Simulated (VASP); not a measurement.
# Ba2H3NO6 in VASP: single point with PBE

Aim: the single point of Ba2H3NO6 with PBE.

Program: VASP 6.6.1. These are calculated values, not measurements. Logs are shortened: lines on timing, memory, paths and dates and some standing lists are left out, and cuts for length are marked.

### Step 1. The cell of the first run

The typed cell holds 12 atoms: a = 6.980 Å, b = 6.980 Å, c = 3.843 Å, α = 90.00°, β = 90.00°, γ = 60.00°.

### Step 2. Single point, PBE

INCAR reads:

```
SYSTEM = Ba2H3NO6
PREC = Accurate
ENCUT = 520
EDIFF = 1E-6
ISMEAR = -1
SIGMA = 0.1
LREAL = .False.
LASPH = .True.
NELM = 60
ALGO = Normal
ISIF = 2
LWAVE = .False.
LCHARG = .False.
GGA = PE
NBANDS = 44
```

KPOINTS reads:

```
Automatic mesh
0
Gamma
  6 6 8
  0 0 0
```

POSCAR reads:

```
Ba2H3NO6
1.0
    3.4898920000      6.0446690000      0.0000000000
   -3.4898920000      6.0446690000      0.0000000000
    0.0000000000      0.0000000000      3.8429280000
Ba O N H
2 6 1 3
Direct
    0.3333000000      0.3334000000      0.0000000000
    0.6667000000      0.6666000000      0.0000000000
    0.1796000000      0.0000000000      0.0000000000
    1.0000000000      0.8204000000      0.0000000000
    0.8204000000      0.1796000000      0.0000000000
    0.4486000000      0.5514000000      0.5000000000
    0.5514000000      0.0000000000      0.5000000000
    0.0000000000      0.4486000000      0.5000000000
    0.0000000000      0.0000000000      0.0000000000
    0.3081610000      0.6918390000      0.5000000000
    0.6918390000      0.0000000000      0.5000000000
    0.0000000000      0.3081610000      0.5000000000
```

Potentials or basis: VASP PAW PBE potentials, release 64 (Ba_sv, O, N, H).

Command:

```bash
cat potpaw_PBE.64/Ba_sv/POTCAR potpaw_PBE.64/O/POTCAR potpaw_PBE.64/N/POTCAR potpaw_PBE.64/H/POTCAR > POTCAR
mpirun -np 1 vasp_std > vasp.out
```

OUTCAR:

```text
SYSTEM = Ba2H3NO6
   PREC = Accurate
   ENCUT = 520
   EDIFF = 1E-6
   ISMEAR = -1
   LREAL = .False.
   LASPH = .True.
   NELM = 60
   ISIF = 2
   GGA = PE

 ion  position               nearest neighbor table
   1  0.333  0.333  0.000-   6 2.81   6 2.81   8 2.81   8 2.81   7 2.81   7 2.81   4 3.01   5 3.01
                             3 3.01   2 4.03   2 4.03   2 4.03
   2  0.667  0.667  0.000-   8 2.81   8 2.81   6 2.81   6 2.81   7 2.81   7 2.81   5 3.01   4 3.01
                             3 3.01   1 4.03   1 4.03   1 4.03
   3  0.180  0.000  0.000-   9 1.25   1 3.01   2 3.01
   4  0.000  0.820  0.000-   9 1.25   1 3.01   2 3.01
   5  0.820  0.180  0.000-   9 1.25   2 3.01   1 3.01
   6  0.449  0.551  0.500-  10 0.98   1 2.81   1 2.81   2 2.81   2 2.81
   7  0.551  0.000  0.500-  11 0.98   2 2.81   2 2.81   1 2.81   1 2.81
   8  0.000  0.449  0.500-  12 0.98   2 2.81   2 2.81   1 2.81   1 2.81
   9  0.000  0.000  0.000-   3 1.25   4 1.25   5 1.25
  10  0.308  0.692  0.500-   6 0.98
  11  0.692  0.000  0.500-   7 0.98
  12  0.000  0.308  0.500-   8 0.98

  LATTYP: Found a hexagonal cell.
 ALAT       =     6.9797829115
 C/A-ratio  =     0.5505798746

  Lattice vectors:

 A1 = (   3.4898920000,  -6.0446690000,   0.0000000000)
 A2 = (   3.4898920000,   6.0446690000,   0.0000000000)
 A3 = (   0.0000000000,   0.0000000000,   3.8429280000)

Analysis of symmetry for initial positions (statically):
=====================================================================
 Subroutine PRICEL returns:
 Original cell was already a primitive cell.

 Routine SETGRP: Setting up the symmetry group for a
 hexagonal supercell.

 Subroutine GETGRP returns: Found  4 space group operations
 (whereof  4 operations were pure point group operations)
 out of a pool of 24 trial point group operations.

The static configuration has the point symmetry C_2v.

Analysis of symmetry for dynamics (positions and initial velocities):
=====================================================================
 Subroutine PRICEL returns:
 Original cell was already a primitive cell.

 Routine SETGRP: Setting up the symmetry group for a
 hexagonal supercell.

 Subroutine GETGRP returns: Found  4 space group operations
 (whereof  4 operations were pure point group operations)
 out of a pool of 24 trial point group operations.

The dynamic configuration has the point symmetry C_2v.

 Subroutine INISYM returns: Found  4 space group operations
 (whereof  4 operations are pure point group operations),
 and found     1 'primitive' translations

----------------------------------------------------------------------------------------

                                     Primitive cell

  volume of cell :     162.1350

  direct lattice vectors                    reciprocal lattice vectors
     3.489892000  6.044669000  0.000000000     0.143270909  0.082717515  0.000000000
    -3.489892000  6.044669000  0.000000000    -0.143270909  0.082717515  0.000000000
     0.000000000  0.000000000  3.842928000     0.000000000  0.000000000  0.260218250

  length of vectors
     6.979782911  6.979782911  3.842928000     0.165435005  0.165435005  0.260218250

  position of ions in fractional coordinates (direct lattice)
     0.333300000  0.333400000  0.000000000
     0.666700000  0.666600000  0.000000000
     0.179600000  0.000000000  0.000000000
     0.000000000  0.820400000  0.000000000
     0.820400000  0.179600000  0.000000000
     0.448600000  0.551400000  0.500000000
     0.551400000  0.000000000  0.500000000
     0.000000000  0.448600000  0.500000000
     0.000000000  0.000000000  0.000000000
     0.308161000  0.691839000  0.500000000
     0.691839000  0.000000000  0.500000000
     0.000000000  0.308161000  0.500000000

  ion indices of the primitive-cell ions
   primitive index   ion index
                 1           1
                 2           2
                 3           3
                 4           4
                 5           5
                 6           6
                 7           7
                 8           8
                 9           9
                10          10
                11          11
                12          12

----------------------------------------------------------------------------------------

 KPOINTS: Automatic mesh

Automatic generation of k-mesh.
 Grid dimensions read from file:
 generate k-points for:    6    6    8

 Generating k-lattice:

  Cartesian coordinates                     Fractional coordinates (reciprocal lattice)
     0.023878485  0.013786253  0.000000000     0.166666667  0.000000000  0.000000000
    -0.023878485  0.013786253  0.000000000     0.000000000  0.166666667  0.000000000
     0.000000000  0.000000000  0.032527281     0.000000000  0.000000000  0.125000000

  Length of vectors
     0.027572501  0.027572501  0.032527281

  Shift w.r.t. Gamma in fractional coordinates (k-lattice)
     0.000000000  0.000000000  0.000000000

 Subroutine IBZKPT returns following result:
 ===========================================

 Found     65 irreducible k-points:

 Following reciprocal coordinates:
            Coordinates               Weight
  0.000000  0.000000  0.000000      1.000000
  0.166667 -0.000000  0.000000      4.000000
 -0.000000  0.166667  0.000000      2.000000
  0.333333 -0.000000  0.000000      4.000000
 -0.000000  0.333333  0.000000      2.000000
  0.500000  0.000000  0.000000      2.000000
[... 16 lines left out ...]
  0.500000  0.166667  0.125000      8.000000
  0.333333  0.500000  0.125000      8.000000
 [... further k-points ...]
   k-points           NKPTS =     65   k-points in BZ     NKDIM =     65   number of bands    NBANDS=     44
   number of dos      NEDOS =    301   number of ions     NIONS =     12
   total plane-waves  NPLWV =  87480
   dimension x,y,z NGX =    54 NGY =   54 NGZ =   30
   dimension x,y,z NGXF=   108 NGYF=  108 NGZF=   60
   ions per type =               2   6   1   3
   NGX,Y,Z   is equivalent  to a cutoff of  12.86, 12.86, 12.98 a.u.
   NGXF,Y,Z  is equivalent  to a cutoff of  25.72, 25.72, 25.96 a.u.
 SYSTEM =  Ba2H3NO6
   PREC   = accura    normal or accurate (medium, high low for compatibility)
   ISTART =      0    job   : 0-new  1-cont  2-samecut
   ICHARG =      2    charge: 1-file 2-atom 10-const
   ISPIN  =      1    spin polarized calculation?
   LNONCOLLINEAR =      F non collinear calculations
   LSORBIT =      F    spin-orbit coupling
   LASPH  =      T    aspherical Exc in radial PAW
   ENCUT  =  520.0 eV  38.22 Ry    6.18 a.u.  12.98 12.98  7.15*2*pi/ulx,y,z
   NELM   =     60;   NELMIN=  2; NELMDL= -5     # of ELM steps
   EDIFF  = 0.1E-05   stopping-criterion for ELM
   LREAL  =      F    real-space projection
   EDIFFG = 0.1E-04   stopping-criterion for IOM
   NSW    =      0    number of steps for IOM
   IBRION =     -1    ionic relax: 0-MD 1-quasi-New 2-CG
   NFREE  =      0    steps in history (QN), initial steepest desc. (CG)
   ISIF   =      2    stress and relaxation
   ISYM   =      2    0-nonsym 1-usesym 2-fastsym
   POTIM  = 0.5000    time-step for ionic-motion
   TEBEG  =    0.0;   TEEND  =   0.0 temperature during run
   PSTRESS=    0.0 pullay stress
   NELECT =      64.0000    total number of electrons
   NUPDOWN=      -1.0000    fix difference up-down
   EMIN   =  10.00;   EMAX   =-10.00  energy-range for DOS
   EFERMI =   0.00;   METHOD = LEGACY
   ISMEAR =    -1;   SIGMA  =   0.10  broadening in eV -4-tet -1-fermi 0-gaus
   EFERMI_NEDOS =   21; number of points for ismear=-14 and -15
   IALGO  =     38    algorithm
   IMIX   =      4    mixing-type and parameters
     AMIX     =   0.40;   BMIX     =  1.00
     AMIX_MAG =   1.60;   BMIX_MAG =  1.00
  volume/ion in A,a.u.               =      13.51        91.18
  Fermi-wavevector in a.u.,A,eV,Ry     =   1.200907  2.269384 19.622005  1.442177
  Thomas-Fermi vector in A             =   2.336730
   LORBIT       =      0    0 simple, 1 ext, 2 COOP (PROOUT), +10 PAW based schemes
   GGA     = PE    functional components
   LHFCALC =     F    Hartree Fock is set to
   AEXX    =    0.0000 exact exchange contribution
   IVDW    =     0    specifies the selected vdW correction
   LEPSILON=     F    determine dielectric tensor
   LRPA    =     F    only Hartree local field effects (RPA)
 non-spin polarized calculation
  energy-cutoff  :      520.00
  volume of cell :      162.13
 maximum number of plane-waves:      4388
 NGX is ok and might be reduce to    54
   NGX = 25   NGY = 25   NGZ = 15

 number of electron      64.0000020 magnetization

 Free energy of the ion-electron system (eV)
  ---------------------------------------------------
  ext. energy  EPLUGINS =         0.00000000
  ---------------------------------------------------
  free energy    TOTEN  =       -70.50812878 eV

  energy without entropy =      -70.50812791  energy(sigma->0) =      -70.50812834

 E-fermi :   1.4901     XC(G=0):  -9.0145

 val. band max:        0.0160838531   @ k =   0.0000   0.0000   0.5000
 cond. band min:       2.9061950652   @ k =   0.0000   0.0000   0.5000
 fundamental gap:      2.8901112122
 Fermi energy:         1.4901439549

 k-point     1 :       0.0000    0.0000    0.0000
  band No.  band energies     occupation
      1     -26.2755      2.00000
      2     -24.7615      2.00000
      3     -24.6554      2.00000
      4     -20.6458      2.00000
      5     -20.6456      2.00000
      6     -16.8827      2.00000
[... 36 lines left out ...]
     43       8.6117      0.00000
     44       9.1561      0.00000

 k-point     2 :       0.1667   -0.0000    0.0000
  band No.  band energies     occupation
      1     -26.2746      2.00000
      2     -24.7567      2.00000
      3     -24.6622      2.00000
      4     -20.6457      2.00000
      5     -20.6440      2.00000
      6     -16.8810      2.00000
[... 1026 lines left out ...]
 k-point    24 :       0.3333    0.5000    0.1250
  band No.  band energies     occupation
      1     -26.2697      2.00000
      2     -24.7161      2.00000
      3     -24.6797      2.00000
      4     -20.6424      2.00000
      5     -20.6382      2.00000
      6     -16.8655      2.00000
[... 36 lines left out ...]
     43       9.0687      0.00000
     44       9.1646      0.00000

 [... further k-points ...]
[... 5 lines left out ...]
  --------------------------------------------------------------------------------------
  -------------------------------------------------------------------------------------
  Total        2.7696412      2.7731553      0.8419661      0.0030443      0.0000000      0.0000000
  in kB       27.3688995     27.4036248      8.3200983      0.0300829      0.0000000      0.0000000
  external PRESSURE =      21.0308742 kB  Pullay stress =       0.0000000 kB

 VOLUME and BASIS-vectors are now :
 -----------------------------------------------------------------------------
  energy-cutoff  :      520.00
  volume of cell :      162.13
      direct lattice vectors                 reciprocal lattice vectors
     3.489892000  6.044669000  0.000000000     0.143270909  0.082717515  0.000000000
    -3.489892000  6.044669000  0.000000000    -0.143270909  0.082717515  0.000000000
     0.000000000  0.000000000  3.842928000     0.000000000  0.000000000  0.260218250

 POSITION                                       TOTAL-FORCE (eV/Angst)
 -----------------------------------------------------------------------------------
     -0.00035      4.02998      0.00000         0.003058     -0.001573      0.000000
      0.00035      8.05936      0.00000        -0.002891      0.001862      0.000000
      0.62678      1.08562      0.00000         0.506460      0.877215      0.000000
     -2.86311      4.95905      0.00000         0.506523     -0.877632      0.000000
      2.23632      6.04467      0.00000        -1.013314     -0.000154      0.000000
     -0.35876      6.04467      1.92146        -0.208226     -0.000196      0.000000
      1.92433      3.33303      1.92146         0.103859      0.179889      0.000000
     -1.56557      2.71164      1.92146         0.103943     -0.180427      0.000000
      0.00000      0.00000      0.00000         0.000336      0.000582      0.000000
     -1.33899      6.04467      1.92146         0.211859      0.000458      0.000000
      2.41444      4.18194      1.92146        -0.106076     -0.183729      0.000000
     -1.07545      1.86273      1.92146        -0.105533      0.183705      0.000000
 -----------------------------------------------------------------------------------
    total drift:                               -0.000003     -0.000014      0.000000

  FREE ENERGIE OF THE ION-ELECTRON SYSTEM (eV)
  ---------------------------------------------------
  free  energy   TOTEN  =       -70.5081287778 eV

  energy  without entropy=      -70.5081279064  energy(sigma->0) =      -70.50812834
```

It took 20 min on 1 thread of AMD EPYC 7R13, shared host; peak memory 0.52 GiB.

What came out:

```yaml
Free_energy: -70.5081 eV
Pressure: 2.1 GPa
Largest_force: 1.013 eV/Å
Band_gap_on_the_k_mesh: 2.89 eV
```

Forces in eV/Å, atoms in the order of the input:
```
Ba   0.003 -0.002  0.000
Ba  -0.003  0.002  0.000
O    0.506  0.877  0.000
O    0.507 -0.878  0.000
O   -1.013  0.000  0.000
O   -0.208  0.000  0.000
O    0.104  0.180  0.000
O    0.104 -0.180  0.000
N    0.000  0.001  0.000
H    0.212  0.000  0.000
H   -0.106 -0.184  0.000
H   -0.106  0.184  0.000
```

Levels at points of the mesh, in eV from the valence-band top:
| k point | band 29 | band 30 | band 31 | band 32 | band 33 | band 34 | band 35 | band 36 |
| --- | --- | --- | --- | --- | --- | --- | --- | --- |
| (0.00, 0.00, 0.00) | -0.64 | -0.13 | -0.13 | -0.02 | 3.36 | 4.54 | 5.02 | 6.72 |
| (0.50, 0.00, 0.00) | -0.63 | -0.54 | -0.24 | -0.09 | 3.29 | 5.50 | 5.77 | 5.99 |
| (0.00, 0.50, 0.00) | -0.62 | -0.54 | -0.24 | -0.09 | 3.29 | 5.50 | 5.77 | 6.00 |
| (0.00, 0.00, 0.50) | -0.68 | -0.44 | -0.44 | 0.00 | 2.89 | 6.69 | 6.69 | 7.17 |
| (0.50, 0.00, 0.50) | -0.57 | -0.49 | -0.43 | -0.25 | 2.99 | 6.74 | 6.80 | 7.20 |
| (0.00, 0.50, 0.50) | -0.57 | -0.49 | -0.43 | -0.25 | 2.99 | 6.74 | 6.80 | 7.20 |

Caveat: the standard files for N, O and F lose accuracy on very short bonds; spin-orbit coupling is left out, which moves the levels of the heavy elements; forces of over 1 eV/Å act on the atoms, so gaps and moduli don't describe the material at rest.
